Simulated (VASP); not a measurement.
Os, 1 atom in the cell. Symmetry: Im-3m, No. 229, cubic system. Conventional cell: a = 3.103 Å, b = 3.103 Å, c = 3.103 Å, α = 90.00°, β = 90.00°, γ = 90.00°. Within 3.5 Å of Os (site symmetry m-3m) lie 14 Os at 2.69 to 3.10 Å.  This cell differs from its parent crystal: volume scaled by 1.04.

```yaml
Program: VASP 6.6.1
Task: single point
Functional: PBEsol
Potentials_or_basis: VASP PAW PBE potentials, release 64 (Os)
Cutoff: 520 eV
k_mesh: 16 × 16 × 16
Occupations: fermi-dirac, width 0.1 eV
Spin: no spin polarisation
Dipole_correction: no
Further_INCAR_settings: ALGO = Normal; EDIFF = 1e-07; NBANDS = 10
```

Potentials or basis: VASP PAW PBE potentials, release 64 (Os).

Launch:

```bash
$ cat potpaw_PBE.64/Os/POTCAR > POTCAR
$ mpirun -np 1 vasp_std > vasp.out
```

Hardware: 1 thread of AMD EPYC 7R43 64-Core Processor (Zen 3), on a shared host.

**Question.** How long does it take, and how much memory?

**Answer.** Run time: 16 s on 1 thread of AMD EPYC 7R43 64-Core Processor (Zen 3), with other jobs on the host, peak memory 0.1 GiB. Counts: scf iterations 11, k points 145.
